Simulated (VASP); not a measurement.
# CO2 (P2_1/c) in VASP: a series of runs

The runs below take CO2 through single point, with PBE.

Program: VASP 6.6.1. These are calculated values, not measurements. Logs are shortened: lines on timing, memory, paths and dates and some standing lists are left out, and cuts for length are marked.

**1. The cell of the first run**

Symmetry: P2_1/c, No. 14, monoclinic system. Conventional cell: a = 6.126 Å, b = 6.058 Å, c = 6.126 Å, α = 90.00°, β = 107.06°, γ = 90.00°. Within 1.4 Å of C (site symmetry -1) lie 2 O at 1.06 Å. Within 1.7 Å of C (site symmetry -1) lie 2 O at 1.29 Å. O (site symmetry 1) has 1 C at 1.06 Å within 1.4 Å. Within 1.7 Å of O (site symmetry 1) lie 1 C at 1.29 Å.

**2. Single point, PBE (engineering shear strain xz -0.3000, normal strain along z +0.0000)**

Input file INCAR:

```
PREC = Accurate
ENCUT = 520
EDIFF = 1E-6
ISMEAR = 0
SIGMA = 0.05
LREAL = F
LASPH = T
NELM = 60
ALGO = Normal
ISIF = 2
LWAVE = F
LCHARG = F
GGA = PE
NBANDS = 44
```

Input file KPOINTS:

```
regular mesh
0
Gamma
  4 4 4
```

Input file POSCAR:

```
CO2
1.0
    6.0577362522      0.0000000000     -0.9086604378
    0.0000000000      6.0577362522      0.0000000000
   -0.9086604378      0.0000000000      6.0577362522
C O
4 8
Direct
    0.0000000000      0.0000000000      0.0000000000
    0.5000000000      0.0000000000      0.5000000000
    0.5000000000      0.5000000000      0.0000000000
    0.0000000000      0.5000000000      0.5000000000
    0.1114834447      0.1114834447      0.1114834447
    0.3885165553      0.8885165553      0.6114834447
    0.6114834447      0.3885165553      0.8885165553
    0.8885165553      0.6114834447      0.3885165553
    0.8885165553      0.8885165553      0.8885165553
    0.6114834447      0.1114834447      0.3885165553
    0.3885165553      0.6114834447      0.1114834447
    0.1114834447      0.3885165553      0.6114834447
```

Potentials or basis: VASP PAW PBE potentials, release 64 (C, O).

Started as:

```console
> cat potpaw_PBE.64/C/POTCAR potpaw_PBE.64/O/POTCAR > POTCAR
> mpirun -np 1 vasp_std > vasp.out
```

OUTCAR:

```text
PREC = Accurate
   ENCUT = 520
   EDIFF = 1E-6
   ISMEAR = 0
   LREAL = F
   LASPH = T
   NELM = 60
   ISIF = 2
   GGA = PE

 ion  position               nearest neighbor table
   1  0.000  0.000  0.000-   5 1.06   9 1.06
   2  0.500  0.000  0.500-   6 1.29  10 1.29
   3  0.500  0.500  0.000-   7 1.29  11 1.29
   4  0.000  0.500  0.500-   8 1.06  12 1.06
   5  0.111  0.111  0.111-   1 1.06
   6  0.389  0.889  0.611-   2 1.29
   7  0.611  0.389  0.889-   3 1.29
   8  0.889  0.611  0.389-   4 1.06
   9  0.889  0.889  0.889-   1 1.06
  10  0.611  0.111  0.389-   2 1.29
  11  0.389  0.611  0.111-   3 1.29
  12  0.111  0.389  0.611-   4 1.06

  LATTYP: Found a base centered orthorhombic cell.
 ALAT       =     7.2818928504
 B/A-ratio  =     1.3529411765
 C/A-ratio  =     0.8318903308

  Lattice vectors:

 A1 = (  -0.9086604378,   0.0000000000,   6.0577362522)
 A2 = (   6.0577362522,   0.0000000000,  -0.9086604378)
 A3 = (   0.0000000000,   6.0577362522,   0.0000000000)

Analysis of symmetry for initial positions (statically):
=====================================================================
 Subroutine PRICEL returns:
 Original cell was already a primitive cell.

 Routine SETGRP: Setting up the symmetry group for a
 base centered orthorhombic supercell.

 Subroutine GETGRP returns: Found  4 space group operations
 (whereof  2 operations were pure point group operations)
 out of a pool of  8 trial point group operations.

The static configuration has the point symmetry S_2 .
 The point group associated with its full space group is C_2h.

Analysis of symmetry for dynamics (positions and initial velocities):
=====================================================================
 Subroutine PRICEL returns:
 Original cell was already a primitive cell.

 Routine SETGRP: Setting up the symmetry group for a
 base centered orthorhombic supercell.

 Subroutine GETGRP returns: Found  4 space group operations
 (whereof  2 operations were pure point group operations)
 out of a pool of  8 trial point group operations.

The dynamic configuration has the point symmetry S_2 .
 The point group associated with its full space group is C_2h.

 Subroutine INISYM returns: Found  4 space group operations
 (whereof  2 operations are pure point group operations),
 and found     1 'primitive' translations

----------------------------------------------------------------------------------------

                                     Primitive cell

  volume of cell :     217.2941

  direct lattice vectors                    reciprocal lattice vectors
     6.057736252  0.000000000 -0.908660438     0.168877921  0.000000000  0.025331688
     0.000000000  6.057736252  0.000000000     0.000000000  0.165078168  0.000000000
    -0.908660438  0.000000000  6.057736252     0.025331688  0.000000000  0.168877921

  length of vectors
     6.125506697  6.057736252  6.125506697     0.170767229  0.165078168  0.170767229

  position of ions in fractional coordinates (direct lattice)
     0.000000000  0.000000000  0.000000000
     0.500000000  0.000000000  0.500000000
     0.500000000  0.500000000  0.000000000
     0.000000000  0.500000000  0.500000000
     0.111483445  0.111483445  0.111483445
     0.388516555  0.888516555  0.611483445
     0.611483445  0.388516555  0.888516555
     0.888516555  0.611483445  0.388516555
     0.888516555  0.888516555  0.888516555
     0.611483445  0.111483445  0.388516555
     0.388516555  0.611483445  0.111483445
     0.111483445  0.388516555  0.611483445

  ion indices of the primitive-cell ions
   primitive index   ion index
                 1           1
                 2           2
                 3           3
                 4           4
                 5           5
                 6           6
                 7           7
                 8           8
                 9           9
                10          10
                11          11
                12          12

----------------------------------------------------------------------------------------

 KPOINTS: regular mesh

Automatic generation of k-mesh.
 Grid dimensions read from file:
 generate k-points for:    4    4    4

 Generating k-lattice:

  Cartesian coordinates                     Fractional coordinates (reciprocal lattice)
     0.042219480  0.000000000  0.006332922     0.250000000  0.000000000  0.000000000
     0.000000000  0.041269542  0.000000000     0.000000000  0.250000000  0.000000000
     0.006332922  0.000000000  0.042219480     0.000000000  0.000000000  0.250000000

  Length of vectors
     0.042691807  0.041269542  0.042691807

  Shift w.r.t. Gamma in fractional coordinates (k-lattice)
     0.000000000  0.000000000  0.000000000

 Subroutine IBZKPT returns following result:
 ===========================================

 Found     30 irreducible k-points:

 Following reciprocal coordinates:
            Coordinates               Weight
  0.000000  0.000000  0.000000      1.000000
  0.250000  0.000000  0.000000      2.000000
  0.000000  0.000000  0.250000      2.000000
  0.500000  0.000000  0.000000      1.000000
  0.000000  0.000000  0.500000      1.000000
  0.000000  0.250000  0.000000      2.000000
[... 16 lines left out ...]
 -0.250000  0.250000  0.250000      4.000000
  0.250000  0.500000  0.250000      2.000000
 [... further k-points ...]
   k-points           NKPTS =     30   k-points in BZ     NKDIM =     30   number of bands    NBANDS=     44
   number of dos      NEDOS =    301   number of ions     NIONS =     12
   total plane-waves  NPLWV = 110592
   dimension x,y,z NGX =    48 NGY =   48 NGZ =   48
   dimension x,y,z NGXF=    96 NGYF=   96 NGZF=   96
   ions per type =               4   8
   NGX,Y,Z   is equivalent  to a cutoff of  13.03, 13.17, 13.03 a.u.
   NGXF,Y,Z  is equivalent  to a cutoff of  26.05, 26.35, 26.05 a.u.
 SYSTEM =  unknown system
   PREC   = accura    normal or accurate (medium, high low for compatibility)
   ISTART =      0    job   : 0-new  1-cont  2-samecut
   ICHARG =      2    charge: 1-file 2-atom 10-const
   ISPIN  =      1    spin polarized calculation?
   LNONCOLLINEAR =      F non collinear calculations
   LSORBIT =      F    spin-orbit coupling
   LASPH  =      T    aspherical Exc in radial PAW
   ENCUT  =  520.0 eV  38.22 Ry    6.18 a.u.  11.39 11.26 11.39*2*pi/ulx,y,z
   NELM   =     60;   NELMIN=  2; NELMDL= -5     # of ELM steps
   EDIFF  = 0.1E-05   stopping-criterion for ELM
   LREAL  =      F    real-space projection
   EDIFFG = 0.1E-04   stopping-criterion for IOM
   NSW    =      0    number of steps for IOM
   IBRION =     -1    ionic relax: 0-MD 1-quasi-New 2-CG
   NFREE  =      0    steps in history (QN), initial steepest desc. (CG)
   ISIF   =      2    stress and relaxation
   ISYM   =      2    0-nonsym 1-usesym 2-fastsym
   POTIM  = 0.5000    time-step for ionic-motion
   TEBEG  =    0.0;   TEEND  =   0.0 temperature during run
   PSTRESS=    0.0 pullay stress
   NELECT =      64.0000    total number of electrons
   NUPDOWN=      -1.0000    fix difference up-down
   EMIN   =  10.00;   EMAX   =-10.00  energy-range for DOS
   EFERMI =   0.00;   METHOD = LEGACY
   ISMEAR =     0;   SIGMA  =   0.05  broadening in eV -4-tet -1-fermi 0-gaus
   EFERMI_NEDOS =   21; number of points for ismear=-14 and -15
   IALGO  =     38    algorithm
   IMIX   =      4    mixing-type and parameters
     AMIX     =   0.40;   BMIX     =  1.00
     AMIX_MAG =   1.60;   BMIX_MAG =  1.00
  volume/ion in A,a.u.               =      18.11       122.20
  Fermi-wavevector in a.u.,A,eV,Ry     =   1.089228  2.058343 16.142198  1.186418
  Thomas-Fermi vector in A             =   2.225427
   LORBIT       =      0    0 simple, 1 ext, 2 COOP (PROOUT), +10 PAW based schemes
   GGA     = PE    functional components
   LHFCALC =     F    Hartree Fock is set to
   AEXX    =    0.0000 exact exchange contribution
   IVDW    =     0    specifies the selected vdW correction
   LEPSILON=     F    determine dielectric tensor
   LRPA    =     F    only Hartree local field effects (RPA)
 non-spin polarized calculation
 Gauss-broadening in eV      SIGMA  =   0.05
  energy-cutoff  :      520.00
  volume of cell :      217.29
 maximum number of plane-waves:      5883
 NGX is ok and might be reduce to    48
   NGX = 23   NGY = 23   NGZ = 23

 number of electron      64.0000010 magnetization

 Free energy of the ion-electron system (eV)
  ---------------------------------------------------
  ext. energy  EPLUGINS =         0.00000000
  ---------------------------------------------------
  free energy    TOTEN  =       -86.18164166 eV

  energy without entropy =      -86.18164166  energy(sigma->0) =      -86.18164166

 E-fermi :  -4.2631     XC(G=0):  -6.9430

 val. band max:       -4.5717770498   @ k =   0.0000   0.0000   0.0000
 cond. band min:       1.5315073334   @ k =   0.0000   0.0000   0.0000
 fundamental gap:      6.1032843832
 Fermi energy:        -4.2630707360

 k-point     1 :       0.0000    0.0000    0.0000
  band No.  band energies     occupation
      1     -26.5253      2.00000
      2     -26.4994      2.00000
      3     -25.6206      2.00000
      4     -25.6102      2.00000
      5     -23.6034      2.00000
      6     -23.5340      2.00000
[... 36 lines left out ...]
     43       6.0377      0.00000
     44       6.0444      0.00000

 k-point     2 :       0.2500    0.0000    0.0000
  band No.  band energies     occupation
      1     -26.5247      2.00000
      2     -26.4994      2.00000
      3     -25.6209      2.00000
      4     -25.6106      2.00000
      5     -23.6036      2.00000
      6     -23.5335      2.00000
[... 1026 lines left out ...]
 k-point    24 :       0.2500    0.5000    0.2500
  band No.  band energies     occupation
      1     -26.5117      2.00000
      2     -26.5117      2.00000
      3     -25.6161      2.00000
      4     -25.6161      2.00000
      5     -23.5685      2.00000
      6     -23.5685      2.00000
[... 36 lines left out ...]
     43       5.9588      0.00000
     44       5.9588      0.00000

 [... further k-points ...]

------------------------ aborting loop because EDIFF is reached ----------------------------------------

  FORCE on cell =-STRESS in cart. coord.  units (eV):
  Direction    XX          YY          ZZ          XY          YZ          ZX
  --------------------------------------------------------------------------------------
  -------------------------------------------------------------------------------------
  Total        9.3689113     20.9374807      8.7307569      0.0000000      0.0000000     39.0864097
  in kB       69.0799260    154.3786215     64.3746126      0.0000000      0.0000000    288.1963753
  external PRESSURE =      95.9443867 kB  Pullay stress =       0.0000000 kB

 VOLUME and BASIS-vectors are now :
 -----------------------------------------------------------------------------
  energy-cutoff  :      520.00
  volume of cell :      217.29
      direct lattice vectors                 reciprocal lattice vectors
     6.057736252  0.000000000 -0.908660438     0.168877921  0.000000000  0.025331688
     0.000000000  6.057736252  0.000000000     0.000000000  0.165078168  0.000000000
    -0.908660438  0.000000000  6.057736252     0.025331688  0.000000000  0.168877921

 POSITION                                       TOTAL-FORCE (eV/Angst)
 -----------------------------------------------------------------------------------
      0.00000      0.00000      0.00000         0.000000      0.000000      0.000000
      2.57454      0.00000      2.57454         0.000000      0.000000      0.000000
      3.02887      3.02887     -0.45433         0.000000      0.000000      0.000000
     -0.45433      3.02887      3.02887         0.000000      0.000000      0.000000
      0.57404      0.67534      0.57404        10.092808     11.961799     10.167415
      1.79790      5.38240      3.35118         4.679255      4.119059     -4.805276
      2.89685      2.35353      4.82677        -4.679255      4.119059      4.805276
      5.02937      3.70421      1.54617       -10.092808     11.961799    -10.167415
      4.57504      5.38240      4.57504       -10.092808    -11.961799    -10.167415
      3.35118      0.67534      1.79790        -4.679255     -4.119059      4.805276
      2.25223      3.70421      0.32231         4.679255     -4.119059     -4.805276
      0.11971      2.35353      3.60290        10.092808    -11.961799     10.167415
 -----------------------------------------------------------------------------------
    total drift:                               -0.000000      0.000000      0.000000

  FREE ENERGIE OF THE ION-ELECTRON SYSTEM (eV)
  ---------------------------------------------------
  free  energy   TOTEN  =       -86.1816416597 eV

  energy  without entropy=      -86.1816416597  energy(sigma->0) =      -86.18164166
```

Run time: 2.7 min. Hardware: 1 thread of Intel Xeon 6975P-C (Granite Rapids), shared host; peak memory 0.42 GiB.

What came out:

```
Free energy            : -86.1816 eV
Pressure               : 9.6 GPa
Largest force          : 18.663 eV/Å
Band gap on the k mesh : 6.10 eV
```

Forces on the atoms (eV/Å):
```
C     0.000   0.000   0.000
C     0.000   0.000   0.000
C     0.000   0.000   0.000
C     0.000   0.000   0.000
O    10.093  11.962  10.167
O     4.679   4.119  -4.805
O    -4.679   4.119   4.805
O   -10.093  11.962 -10.167
O   -10.093 -11.962 -10.167
O    -4.679  -4.119   4.805
O     4.679  -4.119  -4.805
O    10.093 -11.962  10.167
```

Caveat: the cell differs from its parent crystal (engineering shear strain xz -0.3000, normal strain along z +0.0000); the cell stands under pressure; this functional lacks dispersion, which holds the molecules together, so the pressure and a relaxed volume are unreliable; forces of over 1 eV/Å act on the atoms, so gaps and moduli don't describe the material at rest. A k mesh can miss the band edges.

**3. Single point, PBE (engineering shear strain xz -0.3000, normal strain along z -0.0400)**

Changes to INCAR since step 2:

```diff
@@ -7,3 +7,3 @@
 LASPH = T
-NELM = 60
+NELM = 100
 ALGO = Normal
```

Input file KPOINTS:

```
Automatic mesh
0
Gamma
  4 4 4
```

Changes to POSCAR since step 2:

```diff
@@ -4,3 +4,3 @@
     0.0000000000      6.0577362522      0.0000000000
-   -0.9086604378      0.0000000000      6.0577362522
+   -0.9086604378      0.0000000000      5.8154268021
 C O
```

Potentials or basis: VASP PAW PBE potentials, release 64 (C, O).

Started as:

```console
> cat potpaw_PBE.64/C/POTCAR potpaw_PBE.64/O/POTCAR > POTCAR
> mpirun -np 1 vasp_std > vasp.out
```

Run time: 4.9 min. Hardware: 1 thread of Oxide Virtual Turin-like, shared host; peak memory 0.39 GiB.

Results (log left out):

```yaml
Free_energy: -85.4578 eV
Pressure: 14.5 GPa
Largest_force: 22.006 eV/Å
Band_gap_on_the_k_mesh: 6.26 eV
```

Forces in eV/Å, atoms in the order of the input:
```
C     0.000   0.000   0.000
C     0.000   0.000   0.000
C     0.000   0.000   0.000
C     0.000   0.000   0.000
O    12.068  14.305  11.575
O     4.299   3.794  -4.269
O    -4.299   3.794   4.269
O   -12.068  14.305 -11.575
O   -12.068 -14.305 -11.575
O    -4.299  -3.794   4.269
O     4.299  -3.794  -4.269
O    12.068 -14.305  11.575
```

Stress tensor (GPa, compression positive):
```
11.75  0.00 31.39
 0.00 21.69  0.00
31.39  0.00 10.11
```

Levels at points of the mesh, in eV from the valence-band top:
| k point | band 30 | band 31 | band 32 | band 33 | band 34 | band 35 |
| --- | --- | --- | --- | --- | --- | --- |
| (0.00, 0.00, 0.00) | -0.08 | -0.05 | 0.00 | 6.26 | 6.54 | 6.67 |
| (0.50, 0.00, 0.00) | -0.20 | -0.15 | -0.01 | 6.51 | 6.73 | 6.85 |
| (0.00, 0.50, 0.00) | -0.19 | -0.07 | -0.07 | 6.71 | 6.71 | 6.77 |
| (0.50, 0.50, 0.00) | -0.20 | -0.14 | -0.14 | 6.72 | 6.72 | 6.76 |
| (0.00, 0.00, 0.50) | -0.19 | -0.11 | -0.11 | 6.72 | 6.72 | 6.79 |
| (0.50, 0.00, 0.50) | -0.17 | -0.08 | -0.08 | 6.70 | 6.70 | 6.72 |
| (0.00, 0.50, 0.50) | -0.20 | -0.16 | -0.16 | 6.55 | 6.55 | 7.01 |
| (0.50, 0.50, 0.50) | -0.18 | -0.08 | -0.08 | 6.55 | 6.55 | 6.97 |

Caveat: the cell differs from its parent crystal (engineering shear strain xz -0.3000, normal strain along z -0.0400); the cell stands under pressure; this functional lacks dispersion, which holds the molecules together, so the pressure and a relaxed volume are unreliable; forces of over 1 eV/Å act on the atoms, so gaps and moduli don't describe the material at rest. A k mesh can miss the band edges.
